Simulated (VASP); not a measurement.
# Al13Si3C3N13 (P1) in VASP: a series of runs

The runs below take Al13Si3C3N13 through single point, with PBEsol.

All numbers are computed with VASP 6.6.1; they aren't measurements. Logs are shortened: lines on timing, memory, paths and dates and some standing lists are left out, and cuts for length are marked.

## Step 1: The cell of the first run

The typed cell holds 96 atoms: a = 9.320 Å, b = 10.762 Å, c = 9.991 Å, α = 90.00°, β = 90.00°, γ = 90.00°.

## Step 2: Single point, PBEsol

Contents of INCAR:

```
SYSTEM = Al13Si3C3N13
PREC = Accurate ; ENCUT = 700
EDIFF = 1E-6 ; ISMEAR = -1
SIGMA = 0.05 ; LREAL = Auto
LASPH = .TRUE. ; NELM = 120
ALGO = Normal ; ISIF = 2
LWAVE = .FALSE. ; LCHARG = .TRUE.
GGA = PS ; LELF = .TRUE.
LVHAR = .TRUE. ; ISYM = -1
NBANDS = 246 ; GGA_COMPAT = .FALSE.
```

Contents of KPOINTS:

```
explicit points
1
Reciprocal
  0.25000000   0.25000000   0.25000000 1
```

Contents of POSCAR:

```
Al13Si3C3N13
1.0
    9.3199030000      0.0000000000      0.0000000000
    0.0000000000     10.7616960000      0.0000000000
    0.0000000000      0.0000000000      9.9913930000
Al Si N C
39 9 39 9
Direct
    0.1638700000      0.0819390000      0.2487420000
    0.1675450000      0.0827930000      0.7487650000
    0.0022740000      0.3310530000      0.7472990000
    0.5002730000      0.0854350000      0.2485940000
    0.1645730000      0.5823570000      0.2462870000
    0.1678210000      0.5846620000      0.7468040000
    0.0049440000      0.8314970000      0.2469000000
    0.9945060000      0.8338140000      0.7500810000
    0.8314830000      0.0832730000      0.2468720000
    0.8305800000      0.0870310000      0.7530600000
    0.6667320000      0.3336450000      0.2498490000
    0.6650950000      0.3329670000      0.7482430000
    0.4992730000      0.5838200000      0.7491860000
    0.3377660000      0.8348830000      0.2515600000
    0.3372200000      0.8323010000      0.7494420000
    0.8346080000      0.5807430000      0.2478320000
    0.8345140000      0.5827020000      0.7517190000
    0.6644230000      0.8343930000      0.2474260000
    0.6654770000      0.8348200000      0.7482370000
    0.9981270000      0.1679590000      0.4972610000
    0.9977780000      0.1685790000      0.9960160000
    0.3333540000      0.1645900000      0.4962580000
    0.3372360000      0.1679830000      0.0006780000
    0.1676820000      0.4175890000      0.4986830000
    0.1666670000      0.4167990000      0.9962610000
    0.0032930000      0.6659550000      0.4983260000
    0.9989800000      0.6706140000      0.0006380000
    0.6702080000      0.1678390000      0.9972900000
    0.5028890000      0.4162390000      0.5035010000
    0.4987970000      0.4159640000      0.9991300000
    0.3314770000      0.6678870000      0.5023600000
    0.1653660000      0.9180920000      0.4943750000
    0.1646330000      0.9136760000      0.0011500000
    0.8367610000      0.4179860000      0.4993720000
    0.8375300000      0.4193080000      0.9982900000
    0.4993180000      0.9167270000      0.4986480000
    0.5024540000      0.9164340000      0.9999140000
    0.8380700000      0.9150790000      0.4985990000
    0.8305160000      0.9194810000      0.9992790000
    0.0034690000      0.3341660000      0.2509940000
    0.5038470000      0.0860270000      0.7486410000
    0.3370500000      0.3289410000      0.2527150000
    0.3331760000      0.3323690000      0.7511440000
    0.4993240000      0.5804540000      0.2511140000
    0.6679410000      0.1670250000      0.5027540000
    0.3332430000      0.6663010000      0.9982020000
    0.6681480000      0.6656160000      0.4966790000
    0.6656210000      0.6653400000      0.9971880000
    0.0019860000      0.1682930000      0.1855650000
    0.9994850000      0.1684320000      0.6915630000
    0.3353770000      0.1659240000      0.1920410000
    0.3365900000      0.1647540000      0.6870380000
    0.1645070000      0.4172470000      0.1848680000
    0.1675270000      0.4186860000      0.6896230000
    0.0000530000      0.6669730000      0.1904150000
    0.0012960000      0.6679980000      0.6916850000
    0.6645160000      0.1711280000      0.1883590000
    0.6652210000      0.1682970000      0.6889590000
    0.5025890000      0.4163490000      0.1879440000
    0.4968570000      0.4119510000      0.6868600000
    0.3317270000      0.6629180000      0.1868200000
    0.3310280000      0.6675010000      0.6905170000
    0.1657350000      0.9159410000      0.6885950000
    0.6641870000      0.6691500000      0.1909360000
    0.6657420000      0.6686290000      0.6891520000
    0.5013320000      0.9192790000      0.1920090000
    0.4989830000      0.9143030000      0.6942910000
    0.8364350000      0.9157980000      0.1863680000
    0.8358210000      0.9146960000      0.6865260000
    0.1687770000      0.0828540000      0.4403600000
    0.1683290000      0.0841810000      0.9422870000
    0.0034810000      0.3348100000      0.4431510000
    0.0004300000      0.3320570000      0.9376850000
    0.5001630000      0.0841240000      0.4410620000
    0.3310780000      0.3339300000      0.9380660000
    0.1677300000      0.5823590000      0.4420430000
    0.1672470000      0.5854980000      0.9399240000
    0.9976560000      0.8333570000      0.4394320000
    0.0017810000      0.8339220000      0.9370020000
    0.8311370000      0.0814890000      0.4371190000
    0.6648110000      0.3355810000      0.4413240000
    0.6691350000      0.3337490000      0.9386150000
    0.5006060000      0.5812580000      0.4374250000
    0.3321960000      0.8374210000      0.4376150000
    0.3338330000      0.8351670000      0.9393520000
    0.8337400000      0.5823650000      0.9401100000
    0.6662380000      0.8353570000      0.9377540000
    0.1672840000      0.9133960000      0.1903540000
    0.8328050000      0.4184710000      0.1910420000
    0.8323090000      0.4151650000      0.6857190000
    0.5002640000      0.0813790000      0.9400840000
    0.3312040000      0.3324820000      0.4415730000
    0.8355520000      0.0852880000      0.9411290000
    0.5028360000      0.5826830000      0.9424530000
    0.8334310000      0.5821750000      0.4385500000
    0.6666070000      0.8324940000      0.4363790000
```

Potentials or basis: VASP PAW PBE potentials, release 64 (Al, Si, N, C).

The run is started by

```console
$ cat potpaw_PBE.64/Al/POTCAR potpaw_PBE.64/Si/POTCAR potpaw_PBE.64/N/POTCAR potpaw_PBE.64/C/POTCAR > POTCAR
$ mpirun -np 1 vasp_std > vasp.out
```

OUTCAR:

```text
SYSTEM = Al13Si3C3N13
   PREC = Accurate
   ENCUT = 700
   EDIFF = 1E-6
   ISMEAR = -1
   LREAL = Auto
   LASPH = .TRUE.
   NELM = 120
   ISIF = 2
   GGA = PS
   ISYM = -1

 ion  position               nearest neighbor table
   1  0.164  0.082  0.249-  49 1.88  88 1.91  70 1.92  51 1.92  32 3.02  33 3.07  22 3.07  20 3.07
                             7 3.08   9 3.10  40 3.10  23 3.10  21 3.11  42 3.11  14 3.11   4 3.14
   2  0.168  0.083  0.749-  63 1.89  50 1.91  52 1.91  71 1.93  21 3.08   3 3.08  22 3.09  43 3.10
                            32 3.10  20 3.11  33 3.11  23 3.11  15 3.13   8 3.13  41 3.13  10 3.14
   3  0.002  0.331  0.747-  50 1.84  54 1.90  73 1.90  90 1.93  21 3.04  20 3.05  25 3.06  34 3.06
                            24 3.07  10 3.08   2 3.08  43 3.08  35 3.09  17 3.13   6 3.14  12 3.14
   4  0.500  0.085  0.249-  51 1.85  66 1.88  57 1.89  74 1.92  42 3.03  23 3.04  22 3.04  37 3.08
                             9 3.09  36 3.09  11 3.09  14 3.09  28 3.10  18 3.10  45 3.11   1 3.14
   5  0.165  0.582  0.246-  55 1.87  61 1.88  53 1.88  76 1.96  27 3.05  40 3.06   7 3.07  26 3.07
                            25 3.07  46 3.07  16 3.08  24 3.08  44 3.12  31 3.13  14 3.16  42 3.17
   6  0.168  0.585  0.747-  62 1.85  56 1.88  54 1.88  77 1.93  31 3.02  26 3.05  24 3.06  46 3.08
                            25 3.08  13 3.09  15 3.10  17 3.11  43 3.12  27 3.12   8 3.13   3 3.14
   7  0.005  0.831  0.247-  88 1.84  55 1.86  68 1.91  78 1.92  33 3.00  27 3.01  32 3.04   5 3.07
                             1 3.08  26 3.08  38 3.09  14 3.10  39 3.11  16 3.13   9 3.16  18 3.17
   8  0.995  0.834  0.750-  69 1.83  79 1.87  56 1.88  63 1.92  38 3.03  27 3.06  39 3.06  19 3.07
                            17 3.09  33 3.09  26 3.10  10 3.12   2 3.13   6 3.13  32 3.14  15 3.19
   9  0.831  0.083  0.247-  80 1.90  68 1.90  57 1.91  49 1.93  39 3.04  28 3.05  20 3.08  21 3.09
[... 125 lines left out ...]
  95  0.833  0.582  0.439-  34 1.87  47 1.88  16 1.91  26 1.92
  96  0.667  0.832  0.436-  18 1.89  47 1.89  36 1.91  38 1.93

IMPORTANT INFORMATION: All symmetrisations will be switched off!
NOSYMM: (Re-)initialisation of all symmetry stuff for point group C_1.

----------------------------------------------------------------------------------------

                                     Primitive cell

  volume of cell :    1002.1164

  direct lattice vectors                    reciprocal lattice vectors
     9.319903000  0.000000000  0.000000000     0.107297254  0.000000000  0.000000000
     0.000000000 10.761696000  0.000000000     0.000000000  0.092922157  0.000000000
     0.000000000  0.000000000  9.991393000     0.000000000  0.000000000  0.100086144

  length of vectors
     9.319903000 10.761696000  9.991393000     0.107297254  0.092922157  0.100086144

  position of ions in fractional coordinates (direct lattice)
     0.163870000  0.081939000  0.248742000
     0.167545000  0.082793000  0.748765000
     0.002274000  0.331053000  0.747299000
     0.500273000  0.085435000  0.248594000
     0.164573000  0.582357000  0.246287000
     0.167821000  0.584662000  0.746804000
[... 88 lines left out ...]
     0.833431000  0.582175000  0.438550000
     0.666607000  0.832494000  0.436379000

  ion indices of the primitive-cell ions
   primitive index   ion index
                 1           1
                 2           2
                 3           3
                 4           4
                 5           5
                 6           6
[... 88 lines left out ...]
                95          95
                96          96

----------------------------------------------------------------------------------------

 KPOINTS: explicit points

Read explicit list of k-points.

 Found      1 k-points:

 Following reciprocal coordinates:
            Coordinates               Weight
  0.250000  0.250000  0.250000      1.000000
   k-points           NKPTS =      1   k-points in BZ     NKDIM =      1   number of bands    NBANDS=    246
   number of dos      NEDOS =    301   number of ions     NIONS =     96
   total plane-waves  NPLWV = 691200
   dimension x,y,z NGX =    80 NGY =   96 NGZ =   90
   dimension x,y,z NGXF=   160 NGYF=  192 NGZF=  180
   ions per type =              39   9  39   9
   NGX,Y,Z   is equivalent  to a cutoff of  14.27, 14.83, 14.98 a.u.
   NGXF,Y,Z  is equivalent  to a cutoff of  28.54, 29.66, 29.95 a.u.
 SYSTEM =  Al13Si3C3N13
   PREC   = accura    normal or accurate (medium, high low for compatibility)
   ISTART =      0    job   : 0-new  1-cont  2-samecut
   ICHARG =      2    charge: 1-file 2-atom 10-const
   ISPIN  =      1    spin polarized calculation?
   LNONCOLLINEAR =      F non collinear calculations
   LSORBIT =      F    spin-orbit coupling
   LASPH  =      T    aspherical Exc in radial PAW
   ENCUT  =  700.0 eV  51.45 Ry    7.17 a.u.  20.11 23.22 21.55*2*pi/ulx,y,z
   NELM   =    120;   NELMIN=  2; NELMDL= -5     # of ELM steps
   EDIFF  = 0.1E-05   stopping-criterion for ELM
   LREAL  =      T    real-space projection
   EDIFFG = 0.1E-04   stopping-criterion for IOM
   NSW    =      0    number of steps for IOM
   IBRION =     -1    ionic relax: 0-MD 1-quasi-New 2-CG
   NFREE  =      0    steps in history (QN), initial steepest desc. (CG)
   ISIF   =      2    stress and relaxation
   ISYM   =     -1    0-nonsym 1-usesym 2-fastsym
   POTIM  = 0.5000    time-step for ionic-motion
   TEBEG  =    0.0;   TEEND  =   0.0 temperature during run
   PSTRESS=    0.0 pullay stress
   NELECT =     384.0000    total number of electrons
   NUPDOWN=      -1.0000    fix difference up-down
   EMIN   =  10.00;   EMAX   =-10.00  energy-range for DOS
   EFERMI =   0.00;   METHOD = LEGACY
   ISMEAR =    -1;   SIGMA  =   0.05  broadening in eV -4-tet -1-fermi 0-gaus
   EFERMI_NEDOS =   21; number of points for ismear=-14 and -15
   IALGO  =     38    algorithm
   IMIX   =      4    mixing-type and parameters
     AMIX     =   0.40;   BMIX     =  1.00
     AMIX_MAG =   1.60;   BMIX_MAG =  1.00
  volume/ion in A,a.u.               =      10.44        70.44
  Fermi-wavevector in a.u.,A,eV,Ry     =   1.189084  2.247043 19.237559  1.413921
  Thomas-Fermi vector in A             =   2.325199
   LORBIT       =      0    0 simple, 1 ext, 2 COOP (PROOUT), +10 PAW based schemes
   GGA     = PS    functional components
   LHFCALC =     F    Hartree Fock is set to
   AEXX    =    0.0000 exact exchange contribution
   IVDW    =     0    specifies the selected vdW correction
   LEPSILON=     F    determine dielectric tensor
   LRPA    =     F    only Hartree local field effects (RPA)
 non-spin polarized calculation
  energy-cutoff  :      700.00
  volume of cell :     1002.12
 maximum number of plane-waves:     42145
 NGX is ok and might be reduce to    80
   NGX = 41   NGY = 47   NGZ = 43

 number of electron     384.0000005 magnetization

 Free energy of the ion-electron system (eV)
  ---------------------------------------------------
  ext. energy  EPLUGINS =         0.00000000
  ---------------------------------------------------
  free energy    TOTEN  =      -736.15373294 eV

  energy without entropy =     -736.15373294  energy(sigma->0) =     -736.15373294

 E-fermi :   8.9690     XC(G=0): -11.1909

 val. band max:        7.7889389152   @ k =   0.2500   0.2500   0.2500
 cond. band min:      10.1714628494   @ k =   0.2500   0.2500   0.2500
 fundamental gap:      2.3825239342
 Fermi energy:         8.9689550964

 k-point     1 :       0.2500    0.2500    0.2500
  band No.  band energies     occupation
      1      -9.9861      2.00000
      2      -9.7296      2.00000
      3      -9.2674      2.00000
      4      -9.1139      2.00000
      5      -9.0563      2.00000
      6      -8.7856      2.00000
[... 196 lines left out ...]
    203      11.2535      0.00000
    204      11.3013      0.00000
 [bands above 204 left out]

------------------------ aborting loop because EDIFF is reached ----------------------------------------

  FORCE on cell =-STRESS in cart. coord.  units (eV):
  Direction    XX          YY          ZZ          XY          YZ          ZX
  --------------------------------------------------------------------------------------
  -------------------------------------------------------------------------------------
  Total        8.1026368      9.0044654      9.4429729      0.8905888     -0.5341338     -0.4332116
  in kB       12.9544448     14.3962826     15.0973656      1.4238677     -0.8539698     -0.6926160
  external PRESSURE =      14.1493643 kB  Pullay stress =       0.0000000 kB

 VOLUME and BASIS-vectors are now :
 -----------------------------------------------------------------------------
  energy-cutoff  :      700.00
  volume of cell :     1002.12
      direct lattice vectors                 reciprocal lattice vectors
     9.319903000  0.000000000  0.000000000     0.107297254  0.000000000  0.000000000
     0.000000000 10.761696000  0.000000000     0.000000000  0.092922157  0.000000000
     0.000000000  0.000000000  9.991393000     0.000000000  0.000000000  0.100086144

 POSITION                                       TOTAL-FORCE (eV/Angst)
 -----------------------------------------------------------------------------------
      1.52725      0.88180      2.48528         0.105882     -0.914534     -0.050183
      1.56150      0.89099      7.48121        -1.234652     -0.865293      1.061457
      0.02119      3.56269      7.46656        -1.681470      0.461443      0.558614
      4.66250      0.91943      2.48380         1.098349     -0.616241     -0.459412
      1.53380      6.26715      2.46075        -1.165247      0.727877      1.378177
      1.56408      6.29195      7.46161        -1.020502      0.647784      0.062116
[... 88 lines left out ...]
      7.76750      6.26519      4.38173        -2.019780      1.478427      0.526890
      6.21271      8.95905      4.36003        -0.697464     -1.711651      1.563812
 -----------------------------------------------------------------------------------
    total drift:                                0.006276      0.001853      0.030317

  FREE ENERGIE OF THE ION-ELECTRON SYSTEM (eV)
  ---------------------------------------------------
  free  energy   TOTEN  =      -736.1537329416 eV

  energy  without entropy=     -736.1537329414  energy(sigma->0) =     -736.15373294
```

Run time: 19 min. Hardware: 1 thread of Intel Xeon Platinum 8488C (Sapphire Rapids), shared host; peak memory 1.4 GiB.

What came out:

| Item | Value |
| --- | --- |
| Free energy | -736.1537 eV |
| Pressure | 1.4 GPa |
| Largest force | 3.798 eV/Å |
| Band gap on the k mesh | 2.38 eV |

Forces in eV/Å, atoms in the order of the input:
```
Al   0.106 -0.915 -0.050
Al  -1.235 -0.865  1.061
Al  -1.681  0.461  0.559
Al   1.098 -0.616 -0.459
Al  -1.165  0.728  1.378
Al  -1.021  0.648  0.062
Al  -1.179  0.409  0.819
Al   1.129  0.107 -0.155
Al  -0.208 -0.251 -1.586
Al   1.683 -1.254  0.549
Al   1.153 -0.952  0.205
Al   1.537  1.211  1.266
Al   0.385  0.089 -0.398
Al  -0.819  1.088 -0.272
Al  -1.814  0.519  0.035
Al   0.534  1.218  1.083
Al   0.157 -0.536 -1.752
Al   1.077  1.315  0.392
Al   1.252  0.097 -0.745
Al   0.973 -0.273  0.946
Al   0.765 -0.526 -0.286
Al  -0.613  0.147 -0.299
Al  -1.199 -1.563 -0.378
Al  -0.368  0.332  0.193
Al  -1.460 -0.415 -0.663
Al  -1.252  0.782  0.386
Al  -0.074  0.646  0.158
Al   0.160  0.189  0.420
Al  -0.594 -0.726 -0.921
Al   1.724 -1.249 -0.871
Al  -0.391  0.902 -0.482
Al  -0.610 -0.676  0.091
Al  -0.252  1.380  0.040
Al  -0.374  0.195 -0.072
Al  -0.583 -1.796 -0.488
Al   0.368 -0.858 -0.116
Al  -0.537  0.246  0.783
Al  -0.730 -1.118  0.127
Al   1.376  0.422  0.024
Si  -2.251 -0.334 -0.253
Si  -0.664 -1.546  2.535
Si  -0.616 -0.323  1.459
Si  -0.152  0.548 -0.764
Si   0.558  0.617 -0.509
Si  -0.351  0.386 -1.562
Si   0.194  0.921 -0.699
Si   2.462  1.444 -0.048
Si   0.724  0.688  0.056
N    0.287  2.433  2.316
N    0.778 -0.821 -1.544
N   -0.348  3.238  0.166
N    1.415  1.568  1.114
N    1.433 -1.910  1.152
N    2.634 -1.606  1.195
N    0.351 -0.742 -0.963
N    0.492 -0.170  0.330
N   -0.425 -0.519  1.305
N   -2.124 -1.562 -2.734
N   -2.582  1.196  1.386
N   -2.189 -0.333  1.825
N    2.327 -1.150 -0.333
N    0.944 -0.475 -0.318
N    0.794  0.107 -0.021
N   -2.096 -1.871 -2.232
N   -1.004 -0.388 -1.043
N    0.002 -0.426 -0.751
N    0.065  3.103 -0.675
N   -0.858 -0.390  0.654
N   -1.139  1.085  0.362
N   -0.654  0.625  0.130
N    0.474  0.617 -0.755
N    0.178 -0.871 -2.874
N    1.527  1.393  0.161
N    2.012  1.009  0.968
N    0.239  0.384 -1.883
N    0.788  0.286 -0.937
N    1.832  0.510  0.794
N    1.248  0.011  0.115
N   -0.791 -0.927 -0.017
N   -1.514  2.167  1.180
N    0.154 -3.255  0.461
N   -1.432  0.794  0.103
N    0.384  0.771 -1.337
N    0.440 -1.326  1.143
N    0.191 -3.293  0.457
N   -1.673  2.518  0.937
N    0.145 -3.522  0.844
C    1.172  0.488  0.068
C    2.374 -2.150 -0.063
C    0.117 -0.316  1.432
C   -0.009  0.920 -2.965
C    1.107  0.421 -2.608
C   -0.499 -0.379 -0.314
C   -1.070  2.049  0.877
C   -2.020  1.478  0.527
C   -0.697 -1.712  1.564
```

Levels at points of the mesh, in eV from the valence-band top:
```
           k point  band 190  band 191  band 192  band 193  band 194  band 195
(0.25, 0.25, 0.25)     -0.28     -0.18      0.00      2.38      2.45      2.65
```

Caveat: the PAW data sets were made with another functional, which shifts forces and pressure a little; a shifted mesh leaves out Γ, where band edges can lie. A k mesh can miss the band edges.

[end of part 1 of 2]
